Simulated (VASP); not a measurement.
# Nb6Cu3Te11 (P1) in VASP: single point with PBEsol

Aim: the single point of Nb6Cu3Te11 with PBEsol.

All numbers are computed with VASP 6.6.1; they aren't measurements. Logs are shortened: lines on timing, memory, paths and dates and some standing lists are left out, and cuts for length are marked.

### Step 1. The cell of the first run

The typed cell holds 20 atoms: a = 7.567 Å, b = 8.216 Å, c = 8.974 Å, α = 110.79°, β = 103.26°, γ = 92.47°.

### Step 2. Single point, PBEsol

File INCAR:

```
SYSTEM = Nb6Cu3Te11
ALGO = Normal
EDIFF = 1E-6
ENCUT = 520
GGA = PS
ISIF = 2
ISMEAR = 0
ISYM = 0
LASPH = .True.
LCHARG = .True.
LELF = .True.
LREAL = Auto
LVHAR = .True.
LWAVE = .False.
NBANDS = 104
NELM = 100
PREC = Accurate
SIGMA = 0.1
```

File KPOINTS:

```
Automatic mesh
0
Gamma
  2 2 2
  0.5 0.5 0.5
```

File POSCAR:

```
Nb6Cu3Te11
1.0
   -6.6516954649     -3.6062413503      0.1018123500
    2.2402780694     -3.5895618671     -7.0422507371
    4.3969676077     -3.5961002161      6.9479609139
Nb Cu Te
6 3 11
Direct
    0.8879227086      0.0528239707      0.0612796137
    0.5497678377      0.7373552561      0.7247269921
    0.2148325597      0.3971168782      0.3856047948
    0.9605809582      0.7657688058      0.7728977828
    0.6445869577      0.4508561936      0.4698605394
    0.2639942162      0.0755771505      0.0917848104
    0.5185174961      0.5512497853      0.9356876430
    0.2045846641      0.1931899578      0.6065818237
    0.8575329166      0.8577550954      0.2766184568
    0.7589396437      0.4778092506      0.7837739408
    0.4288594956      0.1444367269      0.4247365328
    0.0862600539      0.7899707510      0.0992533137
    0.0816229376      0.3459225841      0.0594982725
    0.7557470493      0.0244405259      0.7353230678
    0.4272245097      0.6808161191      0.3919977194
    0.2640589481      0.9829043028      0.7589301361
    0.9247795831      0.6408559934      0.4206526199
    0.2271321306      0.5314965444      0.7312582428
    0.8975934828      0.1991348616      0.4034722847
    0.5618628639      0.8766754335      0.0731100347
```

Potentials or basis: VASP PAW PBE potentials, release 64 (Nb_sv, Cu, Te).

Started as:

```sh
> cat potpaw_PBE.64/Nb_sv/POTCAR potpaw_PBE.64/Cu/POTCAR potpaw_PBE.64/Te/POTCAR > POTCAR
> mpirun -np 1 vasp_std > vasp.out
```

OUTCAR:

```text
SYSTEM = Nb6Cu3Te11
   EDIFF = 1E-6
   ENCUT = 520
   GGA = PS
   ISIF = 2
   ISMEAR = 0
   ISYM = 0
   LASPH = .True.
   LREAL = Auto
   NELM = 100
   PREC = Accurate

 ion  position               nearest neighbor table
   1  0.888  0.053  0.061-  12 2.76  13 2.77  14 2.79   6 2.79  20 2.85  19 2.85   4 3.00
   2  0.550  0.737  0.725-  14 2.73  15 2.77  10 2.84   7 2.86   5 2.89  20 2.90  18 2.93  16 3.01
                             4 3.03
   3  0.215  0.397  0.386-  13 2.74  15 2.75  11 2.76  18 2.88  19 2.91  17 3.03
   4  0.961  0.766  0.773-  14 2.75  12 2.80  10 2.80  18 2.84  17 2.90  16 2.90   1 3.00   2 3.03
[... 10 lines left out ...]
  13  0.082  0.346  0.059-   6 2.73   3 2.74   1 2.77  14 3.50  12 3.54  10 3.55  15 3.65
  14  0.756  0.024  0.735-   2 2.73   4 2.75   1 2.79  13 3.50  10 3.59  15 3.65
  15  0.427  0.681  0.392-   5 2.73   3 2.75   2 2.77  12 3.62  13 3.65  14 3.65
  16  0.264  0.983  0.759-   8 2.55   6 2.81   4 2.90   2 3.01  20 3.58  18 3.62  17 3.67
  17  0.925  0.641  0.421-   9 2.55   5 2.79   4 2.90   3 3.03  19 3.57  18 3.58  16 3.67
  18  0.227  0.531  0.731-   7 2.48   8 2.58   4 2.84   3 2.88   2 2.93  19 3.56  17 3.58  16 3.62
                            12 3.66  20 3.68
  19  0.898  0.199  0.403-   9 2.60   8 2.62   1 2.85   5 2.88   3 2.91  20 3.56  18 3.56  17 3.57
                            11 3.61
  20  0.562  0.877  0.073-   7 2.48   9 2.59   6 2.84   1 2.85   2 2.90  11 3.54  19 3.56  16 3.58
                            18 3.68

IMPORTANT INFORMATION: All symmetrisations will be switched off!
NOSYMM: (Re-)initialisation of all symmetry stuff for point group C_1.

----------------------------------------------------------------------------------------

                                     Primitive cell

  volume of cell :     502.9308

  direct lattice vectors                    reciprocal lattice vectors
    -6.651695465 -3.606241350  0.101812350    -0.099943726 -0.092517531  0.015363790
     2.240278069 -3.589561867 -7.042250737     0.049092038 -0.092782921 -0.079089792
     4.396967608 -3.596100216  6.947960914     0.051222791 -0.092686354  0.063538876

  length of vectors
     7.567059864  8.215661609  8.974375843     0.137055784  0.131430186  0.123497868

  position of ions in fractional coordinates (direct lattice)
     0.887922709  0.052823971  0.061279614
     0.549767838  0.737355256  0.724726992
     0.214832560  0.397116878  0.385604795
     0.960580958  0.765768806  0.772897783
     0.644586958  0.450856194  0.469860539
     0.263994216  0.075577151  0.091784810
[... 12 lines left out ...]
     0.897593483  0.199134862  0.403472285
     0.561862864  0.876675433  0.073110035

  ion indices of the primitive-cell ions
[... 78 lines left out ...]
   ISIF   =      2    stress and relaxation
   ISYM   =      0    0-nonsym 1-usesym 2-fastsym
   POTIM  = 0.5000    time-step for ionic-motion
   TEBEG  =    0.0;   TEEND  =   0.0 temperature during run
   PSTRESS=    0.0 pullay stress
   NELECT =     177.0000    total number of electrons
   NUPDOWN=      -1.0000    fix difference up-down
   EMIN   =  10.00;   EMAX   =-10.00  energy-range for DOS
   EFERMI =   0.00;   METHOD = LEGACY
   ISMEAR =     0;   SIGMA  =   0.10  broadening in eV -4-tet -1-fermi 0-gaus
   EFERMI_NEDOS =   21; number of points for ismear=-14 and -15
   IALGO  =     38    algorithm
   IMIX   =      4    mixing-type and parameters
     AMIX     =   0.40;   BMIX     =  1.00
     AMIX_MAG =   1.60;   BMIX_MAG =  1.00
  volume/ion in A,a.u.               =      25.15       169.70
  Fermi-wavevector in a.u.,A,eV,Ry     =   1.155837  2.184215 18.176822  1.335959
  Thomas-Fermi vector in A             =   2.292462
   LORBIT       =      0    0 simple, 1 ext, 2 COOP (PROOUT), +10 PAW based schemes
   GGA     = PS    functional components
   LHFCALC =     F    Hartree Fock is set to
   AEXX    =    0.0000 exact exchange contribution
   IVDW    =     0    specifies the selected vdW correction
   LEPSILON=     F    determine dielectric tensor
   LRPA    =     F    only Hartree local field effects (RPA)
 non-spin polarized calculation
 Gauss-broadening in eV      SIGMA  =   0.10
  energy-cutoff  :      520.00
  volume of cell :      502.93
 maximum number of plane-waves:     13568
   NGX = 29   NGY = 31   NGZ = 33

 number of electron     177.0000014 magnetization

 Free energy of the ion-electron system (eV)
  ---------------------------------------------------
  ext. energy  EPLUGINS =         0.00000000
  ---------------------------------------------------
  free energy    TOTEN  =      -122.60244456 eV

  energy without entropy =     -122.54689094  energy(sigma->0) =     -122.57466775

 E-fermi :   7.3286     XC(G=0): -10.2558

 val. band max:        7.3046329359   @ k =  -0.2500  -0.2500   0.2500
 cond. band min:       7.3427584593   @ k =  -0.2500   0.2500   0.2500
 fundamental gap:      0.0381255234
 Fermi energy:         7.3286275191

 k-point     1 :       0.2500    0.2500    0.2500
  band No.  band energies     occupation
      1     -47.6675      2.00000
      2     -47.6096      2.00000
      3     -47.5376      2.00000
      4     -47.4489      2.00000
      5     -47.4489      2.00000
      6     -47.4133      2.00000
[... 401 lines left out ...]
     99       9.2821      0.00000
    100       9.4256      0.00000
 [bands above 100 left out]

------------------------ aborting loop because EDIFF is reached ----------------------------------------

  FORCE on cell =-STRESS in cart. coord.  units (eV):
  Direction    XX          YY          ZZ          XY          YZ          ZX
  --------------------------------------------------------------------------------------
  -------------------------------------------------------------------------------------
  Total        0.0456140     -0.0528353      0.3478470      0.0251914      0.0524440     -0.0994904
  in kB        0.1453118     -0.1683165      1.1081300      0.0802518      0.1670700     -0.3169448
  external PRESSURE =       0.3617084 kB  Pullay stress =       0.0000000 kB

 VOLUME and BASIS-vectors are now :
 -----------------------------------------------------------------------------
  energy-cutoff  :      520.00
  volume of cell :      502.93
      direct lattice vectors                 reciprocal lattice vectors
    -6.651695465 -3.606241350  0.101812350    -0.099943726 -0.092517531  0.015363790
     2.240278069 -3.589561867 -7.042250737     0.049092038 -0.092782921 -0.079089792
     4.396967608 -3.596100216  6.947960914     0.051222791 -0.092686354  0.063538876

 POSITION                                       TOTAL-FORCE (eV/Angst)
 -----------------------------------------------------------------------------------
     -5.51841     -3.61205      0.14417         0.020106      0.025361      0.003669
      1.18159     -7.23557     -0.10129         0.010359     -0.016382      0.031907
      1.15614     -3.58689     -0.09556         0.007375     -0.006205     -0.021240
     -1.27555     -8.99228      0.07513        -0.011190      0.004328      0.003407
     -1.21159     -5.63258      0.15516         0.002624      0.007263     -0.010897
     -1.18312     -1.55338      0.13236        -0.016060     -0.017256      0.001968
[... 12 lines left out ...]
     -3.75035     -5.40267      1.49234         0.005672      0.004041     -0.032827
     -1.45188     -5.43600     -5.60860         0.026897     -0.008564     -0.035477
 -----------------------------------------------------------------------------------
    total drift:                               -0.004664      0.020913     -0.012343

  FREE ENERGIE OF THE ION-ELECTRON SYSTEM (eV)
  ---------------------------------------------------
  free  energy   TOTEN  =      -122.6024445555 eV

  energy  without entropy=     -122.5468909355  energy(sigma->0) =     -122.57466775
```

It took 14 min on 1 thread of AMD EPYC 7R43 (Zen 3), shared host; peak memory 0.55 GiB.

What came out:

- Free energy: -122.6024 eV
- Pressure: 0.0 GPa
- Largest force: 0.045 eV/Å
- Band gap on the k mesh: zero (an odd number of electrons rules out a gap without spin polarisation)

Forces in eV/Å, atoms in the order of the input:
```
Nb   0.020  0.025  0.004
Nb   0.010 -0.016  0.032
Nb   0.007 -0.006 -0.021
Nb  -0.011  0.004  0.003
Nb   0.003  0.007 -0.011
Nb  -0.016 -0.017  0.002
Cu   0.008  0.009  0.021
Cu   0.016 -0.005  0.012
Cu  -0.006  0.019  0.016
Te  -0.039 -0.011  0.010
Te  -0.025 -0.008 -0.010
Te  -0.032 -0.005  0.018
Te  -0.001 -0.007 -0.031
Te   0.003 -0.008 -0.023
Te  -0.005  0.012 -0.005
Te   0.005  0.010  0.043
Te   0.003 -0.003  0.028
Te   0.026  0.003 -0.020
Te   0.006  0.004 -0.033
Te   0.027 -0.009 -0.035
```

Caveat: the k points lie up to 0.43 Å⁻¹ apart, too coarse for converged energies and pressures of a metal; the PAW data sets were made with another functional, which shifts forces and pressure a little; spin-orbit coupling is left out, which moves the levels of the heavy elements.
